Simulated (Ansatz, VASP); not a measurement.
## RuAu: VASP beside Ansatz

```
CELL_PARAMETERS angstrom
3.10438 0.00000 0.00000
0.00000 3.10438 0.00000
0.00000 0.00000 3.10438
ATOMIC_POSITIONS crystal
Ru 0.00000 0.00000 0.00000
Au 0.50000 0.50000 0.50000
```

Alike in both runs: task single point; functional PBE; k mesh 6 × 6 × 6; occupations gaussian, width 0.1 eV; no spin polarisation.

|  | VASP | Ansatz |
| --- | --- | --- |
| version | VASP 6.6.1 | Ansatz 0.2.0 |
| potentials or method | VASP PAW PBE potentials, release 64 (Ru_pv, Au), cutoff 520 eV | scalar-relativistic, plane waves, PAW |
| valence electrons in the cell | 25 | 35 |

```csv
,VASP,Ansatz,Ansatz less VASP
gap on the k mesh at the Fermi level (eV),none,none,-
pressure (GPa),14.4,14.7,+0.34
```

A gap of «none» marks a metal or a gap that the smearing closes. With one functional, cell and mesh, what is left measures potentials, basis and numerics. VASP's potentials hold 25 valence electrons a cell and Ansatz's 35, so a difference there can come from the potentials and not from the codes.

Spin-orbit coupling is off throughout.
